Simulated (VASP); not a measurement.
Runs of VASP 6.6.1 on ZrS2. The structure is that of space group P-3m1 (No. 164), or close to it. The cells are those of the table. 

```csv
task,cell,cutoff (eV),gap on the mesh (eV),pressure (GPa),largest force (eV/Å)
relaxation of cell and atoms,"relaxed from a = 3.685, b = 3.685, c = 6.758 Å, angles 90.0, 90.0, 120.0°, 3 atoms",500,1.13,0.0,-
single point,"a = 3.687, b = 3.687, c = 7.157 Å, angles 90.0, 90.0, 120.0°, 3 atoms",500,(b),-0.1,0.01
relaxation of the atoms,"atoms relaxed from a = 3.685, b = 3.685, c = 6.825 Å, angles 90.0, 90.0, 120.0°, 3 atoms",450,1.13,-0.1,-
single point,"a = 3.679, b = 3.679, c = 6.372 Å, angles 90.0, 90.0, 120.0°, 3 atoms",500,1.09,0.2,0.01
single point,"a = 3.685, b = 3.685, c = 6.758 Å, angles 90.0, 90.0, 120.0°, 3 atoms",500,1.13,0.0,0.01
single point,"a = 3.686, b = 3.686, c = 6.956 Å, angles 90.0, 90.0, 120.0°, 3 atoms",500,1.15,-0.1,0.01
single point,"a = 3.683, b = 3.683, c = 6.563 Å, angles 90.0, 90.0, 120.0°, 3 atoms",500,(a),0.1,0.01
```

Alike in all rows: level PBE; potentials or basis VASP PAW PBE potentials, release 64 (Zr_sv, S); no spin polarisation; k mesh 12 × 12 × 4; smearing gaussian 0.02 eV.

Problem. Estimate the missing entries.

Solution. (a) 1.11; (b) 1.16.

Caveats: this functional lacks dispersion, which binds the layers, so the pressure and a relaxed spacing across them are unreliable.

A k mesh can miss the band edges, and the runs leave out spin-orbit coupling on Zr.
